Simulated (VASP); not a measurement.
# Mo (Im-3m) in VASP: a series of runs, part 2 of 2

VASP 6.6.1. The steps go on from the part before.

## Step 4: Single point, PBEsol

This run uses another cell than the first one, of 15.35 Å³/atom, 1.016 times its volume.

INCAR reads:

```
  PREC = Accurate
  ENCUT = 520
  EDIFF = 1E-7
  ISMEAR = 1
  SIGMA = 0.1
  LREAL = False
  LASPH = True
  NELM = 60
  ALGO = Normal
  ISIF = 2
  LWAVE = False
  LCHARG = False
  GGA = PS
  NBANDS = 13
```

KPOINTS reads:

```
regular mesh
0
Gamma
  15 15 15
```

POSCAR reads:

```
Mo
1.0
   -1.5654533770      1.5654533770      1.5654533770
    1.5654533770     -1.5654533770      1.5654533770
    1.5654533770      1.5654533770     -1.5654533770
Mo
1
Direct
    0.0000000000      0.0000000000      0.0000000000
```

Potentials or basis: VASP PAW PBE potentials, release 64 (Mo_sv).

Launch:

```sh
$ cat potpaw_PBE.64/Mo_sv/POTCAR > POTCAR
$ mpirun -np 1 vasp_std > vasp.out
```

OUTCAR:

```text
PREC = Accurate
   ENCUT = 520
   EDIFF = 1E-7
   ISMEAR = 1
   LREAL = False
   LASPH = True
   NELM = 60
   ISIF = 2
   GGA = PS

 ion  position               nearest neighbor table
   1  0.000  0.000  0.000-

  LATTYP: Found a body centered cubic cell.
 ALAT       =     3.1309067540

  Lattice vectors:

 A1 = (  -1.5654533770,   1.5654533770,   1.5654533770)
 A2 = (   1.5654533770,  -1.5654533770,   1.5654533770)
 A3 = (   1.5654533770,   1.5654533770,  -1.5654533770)

Analysis of symmetry for initial positions (statically):
=====================================================================
 Subroutine PRICEL returns:
 Original cell was already a primitive cell.

 Routine SETGRP: Setting up the symmetry group for a
 body centered cubic supercell.

 Subroutine GETGRP returns: Found 48 space group operations
 (whereof 48 operations were pure point group operations)
 out of a pool of 48 trial point group operations.

The static configuration has the point symmetry O_h .

Analysis of symmetry for dynamics (positions and initial velocities):
[... 159 lines left out ...]
 val. band max:       12.6571306116   @ k =  -0.2667   0.3333   0.1333
 cond. band min:      12.7208431461   @ k =   0.1333   0.0667  -0.0000
 fundamental gap:      0.0637125345
 Fermi energy:        12.6921147983

 k-point     1 :       0.0000    0.0000    0.0000
  band No.  band energies     occupation
      1     -48.4431      2.00000
      2     -21.6855      2.00000
      3     -21.6855      2.00000
      4     -21.6855      2.00000
      5       5.4188      2.00000
      6      11.3559      2.00000
      7      11.3559      2.00000
      8      11.3559      2.00000
      9      14.4394     -0.00000
     10      14.4394     -0.00000
     11      27.6001      0.00000
     12      27.6001      0.00000
     13      27.6001      0.00000
[... 354 lines left out ...]
  band No.  band energies     occupation
      1     -48.1333      2.00000
      2     -23.0012      2.00000
      3     -22.3796      2.00000
      4     -21.8396      2.00000
      5       8.3227      2.00000
      6       9.6012      2.00000
      7      11.7820      2.00000
      8      14.3482     -0.00000
      9      15.5623      0.00000
     10      20.4321      0.00000
     11      23.6526      0.00000
     12      25.7642      0.00000
     13      29.2196      0.00000

 [... further k-points ...]
[... 5 lines left out ...]
  --------------------------------------------------------------------------------------
  -------------------------------------------------------------------------------------
  Total        0.0533231      0.0533231      0.0533231      0.0000000     -0.0000000      0.0000000
  in kB        5.5673167      5.5673167      5.5673167      0.0000000     -0.0000000      0.0000000
  external PRESSURE =       5.5673167 kB  Pullay stress =       0.0000000 kB

 VOLUME and BASIS-vectors are now :
 -----------------------------------------------------------------------------
  energy-cutoff  :      520.00
  volume of cell :       15.35
      direct lattice vectors                 reciprocal lattice vectors
    -1.565453377  1.565453377  1.565453377     0.000000000  0.319396290  0.319396290
     1.565453377 -1.565453377  1.565453377     0.319396290  0.000000000  0.319396290
     1.565453377  1.565453377 -1.565453377     0.319396290  0.319396290  0.000000000

 POSITION                                       TOTAL-FORCE (eV/Angst)
 -----------------------------------------------------------------------------------
      0.00000      0.00000      0.00000         0.000000     -0.000000     -0.000000
 -----------------------------------------------------------------------------------
    total drift:                                0.000000      0.000000      0.000000

  FREE ENERGIE OF THE ION-ELECTRON SYSTEM (eV)
  ---------------------------------------------------
  free  energy   TOTEN  =       -11.7745591197 eV

  energy  without entropy=      -11.7740738417  energy(sigma->0) =      -11.77439736
```

OSZICAR:

```text
N       E                     dE             d eps       ncg     rms          rms(c)
DAV:   1     0.923020599812E+02    0.92302E+02   -0.80149E+03  3136   0.110E+03
DAV:   2    -0.113396671958E+02   -0.10364E+03   -0.99636E+02  3585   0.312E+02
DAV:   3    -0.125243937096E+02   -0.11847E+01   -0.11819E+01  3515   0.332E+01
DAV:   4    -0.125269864719E+02   -0.25928E-02   -0.25927E-02  3485   0.190E+00
DAV:   5    -0.125270027043E+02   -0.16232E-04   -0.16232E-04  3510   0.133E-01    0.166E+01
DAV:   6    -0.118771984176E+02    0.64980E+00   -0.77438E-01  3215   0.108E+01    0.452E+00
DAV:   7    -0.117808632821E+02    0.96335E-01   -0.15245E-01  3460   0.454E+00    0.960E-01
DAV:   8    -0.117745258042E+02    0.63375E-02   -0.40815E-03  3275   0.811E-01    0.248E-01
DAV:   9    -0.117745515739E+02   -0.25770E-04   -0.10592E-04  3620   0.126E-01    0.996E-02
DAV:  10    -0.117745590803E+02   -0.75065E-05   -0.76172E-06  3285   0.313E-02    0.194E-03
DAV:  11    -0.117745591197E+02   -0.39334E-07   -0.56528E-08  2533   0.304E-03
   1 F= -.11774559E+02 E0= -.11774397E+02  d E =-.485278E-03
```

stdout:

```text
POSCAR found type information on POSCAR Mo
 POSCAR found :  1 types and       1 ions
 scaLAPACK will be used
 -----------------------------------------------------------------------------
|                                                                             |
|                                                                             |
|     You enforced a specific xc type in the INCAR file but a different       |
|     I HOPE YOU KNOW WHAT YOU ARE DOING!                                     |
|                                                                             |
 -----------------------------------------------------------------------------

 LDA part: xc-table for (Slater+PW92), standard interpolation
 POSCAR, INCAR and KPOINTS ok, starting setup
 FFT: planning ... GRIDC
 FFT: planning ... GRID_SOFT
 FFT: planning ... GRID
 WAVECAR not read
 entering main loop
```

Wall time 15 s (1 thread of Intel Xeon Platinum 8488C (Sapphire Rapids), shared host); peak memory 0.14 GiB.

Results:

* Free energy: -11.7746 eV
* Pressure: 0.6 GPa
* Band gap on the k mesh: zero (band 7 reaches 16.57 eV, above the bottom of band 8 at 11.36 eV)

Levels at points of the mesh, in eV from the Fermi level:
| k point | band 5 | band 6 | band 7 | band 8 | band 9 | band 10 |
| --- | --- | --- | --- | --- | --- | --- |
| (0.00, 0.00, 0.00) | -7.27 | -1.34 | -1.34 | -1.34 | 1.75 | 1.75 |

Caveat: the PAW data sets were made with another functional, which shifts forces and pressure a little.

## Step 5: The runs side by side

```tsv
level	cell	gap on the mesh (eV)	pressure (GPa)
revPBE+D3(BJ)	a = 2.698 Å, angles 109.5°, 1 atom	none	0.6
PBE+D3(BJ)	a = 2.712 Å, angles 109.5°, 1 atom	none	0.6
PBEsol	a = 2.711 Å, angles 109.5°, 1 atom	none	0.6
```

Alike in all rows: task single point; potentials or basis VASP PAW PBE potentials, release 64 (Mo_sv); no spin polarisation; k mesh 15 × 15 × 15; cutoff (eV) 520; smearing methfessel-paxton 0.1 eV.

Caveats: the PAW data sets were made with another functional, which shifts forces and pressure a little (some runs); pairwise dispersion overbinds metals, which lowers pressure and volume (some runs).

Total energies depend on the potentials used, so only differences within one code and one set of settings carry meaning.
